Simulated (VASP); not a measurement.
# AgBr2 (Fm-3m) in VASP: notebook

AgBr2 is run at these levels: PBE; tasks: single point, relaxation of cell and atoms.

Everything below comes from runs of VASP 6.6.1. Logs are shortened: lines on timing, memory, paths and dates and some standing lists are left out, and cuts for length are marked.

**1. The cell of the first run**

The structure is cubic, space group Fm-3m (No. 225). Conventional cell: a = 6.882 Å, b = 6.882 Å, c = 6.882 Å, α = 90.00°, β = 90.00°, γ = 90.00°. Within 3.9 Å of Ag (site symmetry m-3m) lie 8 Br at 2.98 Å. Within 3.9 Å of Br (site symmetry -43m) lie 4 Ag at 2.98 Å and 6 Br at 3.44 Å.

**2. Single point, PBE (atoms taken out)**

Input file INCAR:

```
SYSTEM = AgBr2
PREC     = Accurate       ! precision mode
ENCUT    = 520            ! plane-wave cutoff, eV
EDIFF    = 1E-7           ! SCF threshold, eV
ISMEAR   = 0              ! smearing method
SIGMA    = 0.1            ! smearing width, eV
LREAL    = .FALSE.        ! projectors in reciprocal space
LASPH    = .TRUE.         ! aspherical terms in the spheres
NELM     = 100            ! most SCF steps
ALGO     = Normal         ! electronic algorithm
ISIF     = 2              ! what is computed and relaxed
LWAVE    = .FALSE.        ! write WAVECAR
LCHARG   = .FALSE.        ! write CHGCAR
GGA      = PE             ! functional
NBANDS   = 20             ! bands
```

Input file KPOINTS:

```
Automatic mesh
0
G
  6 6 6
  0 0 0
```

Input file POSCAR:

```
AgBr2
1.0
    0.0000000000      3.4410274354      3.4410274354
    3.4410274354      0.0000000000      3.4410274354
    3.4410274354      3.4410274354      0.0000000000
Ag Br
1 2
Direct
    0.0000000000      0.0000000000      0.0000000000
    0.2500000000      0.2500000000      0.2500000000
    0.7500000000      0.7500000000      0.7500000000
```

Potentials or basis: VASP PAW PBE potentials, release 64 (Ag, Br).

Launch:

```
cat potpaw_PBE.64/Ag/POTCAR potpaw_PBE.64/Br/POTCAR > POTCAR
mpirun -np 1 vasp_std > vasp.out
```

OUTCAR:

```text
SYSTEM = AgBr2
   PREC = Accurate
   ENCUT = 520
   EDIFF = 1E-7
   ISMEAR = 0
   LREAL = .FALSE.
   LASPH = .TRUE.
   NELM = 100
   ISIF = 2
   GGA = PE

 ion  position               nearest neighbor table
   1  0.000  0.000  0.000-   3 2.98   3 2.98   3 2.98   2 2.98   3 2.98   2 2.98   2 2.98   2 2.98

   2  0.250  0.250  0.250-   1 2.98   1 2.98   1 2.98   1 2.98
   3  0.750  0.750  0.750-   1 2.98   1 2.98   1 2.98   1 2.98

  LATTYP: Found a face centered cubic cell.
 ALAT       =     6.8820548708

  Lattice vectors:

 A1 = (   0.0000000000,   3.4410274354,   3.4410274354)
 A2 = (   3.4410274354,   0.0000000000,   3.4410274354)
 A3 = (   3.4410274354,   3.4410274354,   0.0000000000)

Analysis of symmetry for initial positions (statically):
=====================================================================
 Subroutine PRICEL returns:
 Original cell was already a primitive cell.

 Routine SETGRP: Setting up the symmetry group for a
 face centered cubic supercell.

 Subroutine GETGRP returns: Found 48 space group operations
 (whereof 48 operations were pure point group operations)
 out of a pool of 48 trial point group operations.

The static configuration has the point symmetry O_h .

Analysis of symmetry for dynamics (positions and initial velocities):
=====================================================================
 Subroutine PRICEL returns:
 Original cell was already a primitive cell.

 Routine SETGRP: Setting up the symmetry group for a
 face centered cubic supercell.

 Subroutine GETGRP returns: Found 48 space group operations
 (whereof 48 operations were pure point group operations)
 out of a pool of 48 trial point group operations.

The dynamic configuration has the point symmetry O_h .

 Subroutine INISYM returns: Found 48 space group operations
 (whereof 48 operations are pure point group operations),
 and found     1 'primitive' translations

----------------------------------------------------------------------------------------

                                     Primitive cell

  volume of cell :      81.4881

  direct lattice vectors                    reciprocal lattice vectors
     0.000000000  3.441027435  3.441027435    -0.145305438  0.145305438  0.145305438
     3.441027435  0.000000000  3.441027435     0.145305438 -0.145305438  0.145305438
     3.441027435  3.441027435  0.000000000     0.145305438  0.145305438 -0.145305438

  length of vectors
     4.866347668  4.866347668  4.866347668     0.251676402  0.251676402  0.251676402

  position of ions in fractional coordinates (direct lattice)
     0.000000000  0.000000000  0.000000000
     0.250000000  0.250000000  0.250000000
     0.750000000  0.750000000  0.750000000

  ion indices of the primitive-cell ions
   primitive index   ion index
                 1           1
                 2           2
                 3           3

----------------------------------------------------------------------------------------

 KPOINTS: Automatic mesh

Automatic generation of k-mesh.
 Grid dimensions read from file:
 generate k-points for:    6    6    6

 Generating k-lattice:

  Cartesian coordinates                     Fractional coordinates (reciprocal lattice)
    -0.024217573  0.024217573  0.024217573     0.166666667  0.000000000  0.000000000
     0.024217573 -0.024217573  0.024217573     0.000000000  0.166666667  0.000000000
     0.024217573  0.024217573 -0.024217573     0.000000000  0.000000000  0.166666667

  Length of vectors
     0.041946067  0.041946067  0.041946067

  Shift w.r.t. Gamma in fractional coordinates (k-lattice)
     0.000000000  0.000000000  0.000000000

 Subroutine IBZKPT returns following result:
 ===========================================

 Found     16 irreducible k-points:

 Following reciprocal coordinates:
            Coordinates               Weight
  0.000000  0.000000  0.000000      1.000000
  0.166667  0.000000  0.000000      8.000000
  0.333333  0.000000  0.000000      8.000000
  0.500000  0.000000  0.000000      4.000000
  0.166667  0.166667  0.000000      6.000000
  0.333333  0.166667  0.000000     24.000000
[... 8 lines left out ...]
 -0.333333  0.333333  0.166667     24.000000
 -0.333333  0.500000  0.166667     12.000000
   k-points           NKPTS =     16   k-points in BZ     NKDIM =     16   number of bands    NBANDS=     20
   number of dos      NEDOS =    301   number of ions     NIONS =      3
   total plane-waves  NPLWV =  46656
   dimension x,y,z NGX =    36 NGY =   36 NGZ =   36
   dimension x,y,z NGXF=    72 NGYF=   72 NGZF=   72
   ions per type =               1   2
   NGX,Y,Z   is equivalent  to a cutoff of  12.30, 12.30, 12.30 a.u.
   NGXF,Y,Z  is equivalent  to a cutoff of  24.60, 24.60, 24.60 a.u.
 SYSTEM =  AgBr2
   PREC   = accura    normal or accurate (medium, high low for compatibility)
   ISTART =      0    job   : 0-new  1-cont  2-samecut
   ICHARG =      2    charge: 1-file 2-atom 10-const
   ISPIN  =      1    spin polarized calculation?
   LNONCOLLINEAR =      F non collinear calculations
   LSORBIT =      F    spin-orbit coupling
   LASPH  =      T    aspherical Exc in radial PAW
   ENCUT  =  520.0 eV  38.22 Ry    6.18 a.u.   9.05  9.05  9.05*2*pi/ulx,y,z
   NELM   =    100;   NELMIN=  2; NELMDL= -5     # of ELM steps
   EDIFF  = 0.1E-06   stopping-criterion for ELM
   LREAL  =      F    real-space projection
   EDIFFG = 0.1E-05   stopping-criterion for IOM
   NSW    =      0    number of steps for IOM
   IBRION =     -1    ionic relax: 0-MD 1-quasi-New 2-CG
   NFREE  =      0    steps in history (QN), initial steepest desc. (CG)
   ISIF   =      2    stress and relaxation
   ISYM   =      2    0-nonsym 1-usesym 2-fastsym
   POTIM  = 0.5000    time-step for ionic-motion
   TEBEG  =    0.0;   TEEND  =   0.0 temperature during run
   PSTRESS=    0.0 pullay stress
   NELECT =      25.0000    total number of electrons
   NUPDOWN=      -1.0000    fix difference up-down
   EMIN   =  10.00;   EMAX   =-10.00  energy-range for DOS
   EFERMI =   0.00;   METHOD = LEGACY
   ISMEAR =     0;   SIGMA  =   0.10  broadening in eV -4-tet -1-fermi 0-gaus
   EFERMI_NEDOS =   21; number of points for ismear=-14 and -15
   IALGO  =     38    algorithm
   IMIX   =      4    mixing-type and parameters
     AMIX     =   0.40;   BMIX     =  1.00
     AMIX_MAG =   1.60;   BMIX_MAG =  1.00
  volume/ion in A,a.u.               =      27.16       183.30
  Fermi-wavevector in a.u.,A,eV,Ry     =   1.104138  2.086518 16.587145  1.219121
  Thomas-Fermi vector in A             =   2.240606
   LORBIT       =      0    0 simple, 1 ext, 2 COOP (PROOUT), +10 PAW based schemes
   GGA     = PE    functional components
   LHFCALC =     F    Hartree Fock is set to
   AEXX    =    0.0000 exact exchange contribution
   IVDW    =     0    specifies the selected vdW correction
   LEPSILON=     F    determine dielectric tensor
   LRPA    =     F    only Hartree local field effects (RPA)
 non-spin polarized calculation
 Gauss-broadening in eV      SIGMA  =   0.10
  energy-cutoff  :      520.00
  volume of cell :       81.49
 maximum number of plane-waves:      2210
   NGX = 19   NGY = 19   NGZ = 19

 number of electron      25.0000000 magnetization

 Free energy of the ion-electron system (eV)
  ---------------------------------------------------
  ext. energy  EPLUGINS =         0.00000000
  ---------------------------------------------------
  free energy    TOTEN  =        -6.04726993 eV

  energy without entropy =       -6.02415947  energy(sigma->0) =       -6.03571470

 E-fermi :   1.7516     XC(G=0):  -9.0355

 val. band max:        1.7309122685   @ k =   0.5000   0.3333   0.0000
 cond. band min:       1.7541852821   @ k =   0.5000   0.5000   0.0000
 fundamental gap:      0.0232730136
 Fermi energy:         1.7516243726

 k-point     1 :       0.0000    0.0000    0.0000
  band No.  band energies     occupation
      1     -12.8782      2.00000
      2     -11.5355      2.00000
      3      -2.2310      2.00000
      4      -2.2310      2.00000
      5      -2.2310      2.00000
      6      -0.8020      2.00000
[... 12 lines left out ...]
     19      10.5655      0.00000
     20      11.2060      0.00000

 k-point     2 :       0.1667    0.0000    0.0000
  band No.  band energies     occupation
      1     -12.7866      2.00000
      2     -11.6310      2.00000
      3      -2.1393      2.00000
      4      -2.1393      2.00000
      5      -1.9839      2.00000
      6      -0.8408      2.00000
[... 12 lines left out ...]
     19      10.9728      0.00000
     20      12.2646      0.00000

 k-point     3 :       0.3333    0.0000    0.0000
  band No.  band energies     occupation
      1     -12.5404      2.00000
      2     -11.8805      2.00000
      3      -1.9286      2.00000
      4      -1.9286      2.00000
      5      -1.3446      2.00000
      6      -0.9456      2.00000
[... 12 lines left out ...]
     19      11.9870      0.00000
     20      12.8560      0.00000

 k-point     4 :       0.5000    0.0000    0.0000
  band No.  band energies     occupation
      1     -12.2303      2.00000
      2     -12.1902      2.00000
      3      -1.8084      2.00000
      4      -1.8084      2.00000
      5      -1.3169      2.00000
      6      -0.7756      2.00000
[... 12 lines left out ...]
     19      12.2769      0.00000
     20      12.4204      0.00000

 k-point     5 :       0.1667    0.1667    0.0000
  band No.  band energies     occupation
      1     -12.7608      2.00000
      2     -11.6528      2.00000
      3      -2.1574      2.00000
      4      -2.1574      2.00000
      5      -1.8122      2.00000
      6      -1.0476      2.00000
[... 12 lines left out ...]
     19      11.3942      0.00000
     20      12.5435      0.00000
[... 169 lines left out ...]
      6      -1.1806      2.00000
[... 12 lines left out ...]
     19      11.7632      0.00000
     20      12.1941      0.00000

 k-point    14 :       0.5000    0.3333    0.1667
  band No.  band energies     occupation
      1     -12.4059      2.00000
      2     -11.9779      2.00000
      3      -2.0620      2.00000
      4      -2.0542      2.00000
      5      -1.6801      2.00000
      6      -1.0107      2.00000
[... 12 lines left out ...]
     19      11.9997      0.00000
     20      13.5356      0.00000

 k-point    15 :      -0.3333    0.3333    0.1667
  band No.  band energies     occupation
      1     -12.1906      2.00000
      2     -12.1805      2.00000
      3      -2.2690      2.00000
      4      -2.0976      2.00000
      5      -1.4772      2.00000
      6      -1.1514      2.00000
[... 12 lines left out ...]
     19      12.9377      0.00000
     20      13.1100      0.00000

 k-point    16 :      -0.3333    0.5000    0.1667
  band No.  band energies     occupation
      1     -12.2736      2.00000
      2     -12.0765      2.00000
      3      -2.6159      2.00000
      4      -1.9734      2.00000
      5      -1.3574      2.00000
      6      -1.2069      2.00000
[... 12 lines left out ...]
     19      12.1203      0.00000
     20      13.0633      0.00000

------------------------ aborting loop because EDIFF is reached ----------------------------------------

  FORCE on cell =-STRESS in cart. coord.  units (eV):
  Direction    XX          YY          ZZ          XY          YZ          ZX
  --------------------------------------------------------------------------------------
  -------------------------------------------------------------------------------------
  Total        0.0045904      0.0045904      0.0045904      0.0000000      0.0000000      0.0000000
  in kB        0.0902536      0.0902536      0.0902536      0.0000000      0.0000000      0.0000000
  external PRESSURE =       0.0902536 kB  Pullay stress =       0.0000000 kB

 VOLUME and BASIS-vectors are now :
 -----------------------------------------------------------------------------
  energy-cutoff  :      520.00
  volume of cell :       81.49
      direct lattice vectors                 reciprocal lattice vectors
     0.000000000  3.441027435  3.441027435    -0.145305438  0.145305438  0.145305438
     3.441027435  0.000000000  3.441027435     0.145305438 -0.145305438  0.145305438
     3.441027435  3.441027435  0.000000000     0.145305438  0.145305438 -0.145305438

 POSITION                                       TOTAL-FORCE (eV/Angst)
 -----------------------------------------------------------------------------------
      0.00000      0.00000      0.00000         0.000000     -0.000000     -0.000000
      1.72051      1.72051      1.72051        -0.000000     -0.000000      0.000000
      5.16154      5.16154      5.16154         0.000000      0.000000      0.000000
 -----------------------------------------------------------------------------------
    total drift:                                0.000000      0.000000      0.000000

  FREE ENERGIE OF THE ION-ELECTRON SYSTEM (eV)
  ---------------------------------------------------
  free  energy   TOTEN  =        -6.0472699301 eV

  energy  without entropy=       -6.0241594676  energy(sigma->0) =       -6.03571470
```

Wall time 25 s (1 thread of AMD EPYC 7R13 (Zen 3), shared host); peak memory 0.18 GiB.

What came out:

```
Free energy            : -6.0473 eV
Pressure               : 0.0 GPa
Band gap on the k mesh : zero (an odd number of electrons rules out a gap without spin polarisation)
```

Levels at points of the mesh, in eV from the Fermi level:
| k point | band 9 | band 10 | band 11 | band 12 | band 13 | band 14 | band 15 | band 16 | band 17 | band 18 |
| --- | --- | --- | --- | --- | --- | --- | --- | --- | --- | --- |
| (0.00, 0.00, 0.00) | -0.82 | -0.82 | -0.74 | -0.74 | -0.74 | 2.21 | 5.76 | 5.76 | 5.76 | 8.81 |
| (0.50, 0.00, 0.00) | -2.27 | -2.07 | -2.07 | -0.53 | -0.53 | 4.63 | 7.50 | 8.13 | 8.13 | 10.53 |
| (0.50, 0.50, 0.00) | -2.38 | -2.34 | 0.00 | 0.23 | 0.23 | 3.53 | 6.31 | 8.71 | 9.43 | 10.01 |

Caveat: the cell differs from its parent crystal (atoms taken out); an odd number of electrons without spin polarisation forces a metal; a magnetic or distorted state may lie lower.

**3. Relaxation of cell and atoms, PBE (atoms taken out)**

Input file INCAR:

```
PREC = Accurate
ENCUT = 600
EDIFF = 1E-7
ISMEAR = 0
SIGMA = 0.1
LREAL = F
LASPH = T
NELM = 80
ALGO = Normal
ISIF = 3
LWAVE = F
LCHARG = F
GGA = PE
IBRION = 2
NSW = 90
EDIFFG = -0.04
```

Input file KPOINTS:

```
Automatic mesh
0
Gamma
  6 6 6
```

Input file POSCAR:

```
AgBr2
1.0
    0.0000000000      2.9220016200      2.9220016200
    2.9220016200      0.0000000000      2.9220016200
    2.9220016200      2.9220016200      0.0000000000
Ag Br
1 2
Direct
    0.0000000000      0.0000000000      0.0000000000
    0.2500000000      0.2500000000      0.2500000000
    0.7500000000      0.7500000000      0.7500000000
```

Potentials or basis: VASP PAW PBE potentials, release 64 (Ag, Br).

Launch:

```
cat potpaw_PBE.64/Ag/POTCAR potpaw_PBE.64/Br/POTCAR > POTCAR
mpirun -np 1 vasp_std > vasp.out
```

It took 94 s on 1 thread of AMD EPYC 7R13 (Zen 3), shared host; peak memory 0.18 GiB.

It converged, with:

- Free energy: -6.0407 eV
- Relaxed volume: 27.16 Å³/atom
- Relaxed cell: a = 4.866 Å, b = 4.866 Å, c = 4.866 Å, α = 60.00°, β = 60.00°, γ = 60.00°
- Space group after relaxing (to 0.1 Å): Fm-3m (No. 225)
- Energy gained by relaxing: 1265.2 meV/atom
- Ionic steps: 5
- Pressure after relaxing: 0.0 GPa
- Band gap on the k mesh: zero (an odd number of electrons rules out a gap without spin polarisation)

Step by step:
| step | energy change (eV) | largest force (eV/Å) | pressure (GPa) | volume (Å³) |
| --- | --- | --- | --- | --- |
| 1 | 0.0000 | 0.0000 | 63.24 | 49.90 |
| 2 | -3.0988 | 0.0000 | -4.67 | 113.91 |
| 3 | -3.7923 | 0.0000 | 0.71 | 79.89 |
| 4 | -3.7931 | 0.0000 | -0.59 | 82.83 |
| 5 | -3.7957 | 0.0000 | -0.02 | 81.47 |

Final structure:
```yaml
crystal:
  lattice:
    - [0.00000, 3.44075, 3.44075]
    - [3.44075, 0.00000, 3.44075]
    - [3.44075, 3.44075, 0.00000]
  atoms:
    - { symbol: Ag, position: [0.00000, 0.00000, 0.00000] }
    - { symbol: Br, position: [0.25000, 0.25000, 0.25000] }
    - { symbol: Br, position: [0.75000, 0.75000, 0.75000] }
```

Levels at points of the mesh, in eV from the Fermi level:
```
           k point  band 10  band 11  band 12  band 13  band 14  band 15  band 16
(0.00, 0.00, 0.00)    -0.82    -0.74    -0.74    -0.74     2.21     5.76     5.76
(0.50, 0.00, 0.00)    -2.08    -2.08    -0.53    -0.53     4.63     7.50     8.13
(0.50, 0.50, 0.00)    -2.34     0.00     0.23     0.23     3.53     6.31     8.71
```

Caveat: the cell differs from its parent crystal (atoms taken out); the volume moved by over 15 % at a fixed basis, so the end points are rough; an odd number of electrons without spin polarisation forces a metal; a magnetic or distorted state may lie lower.
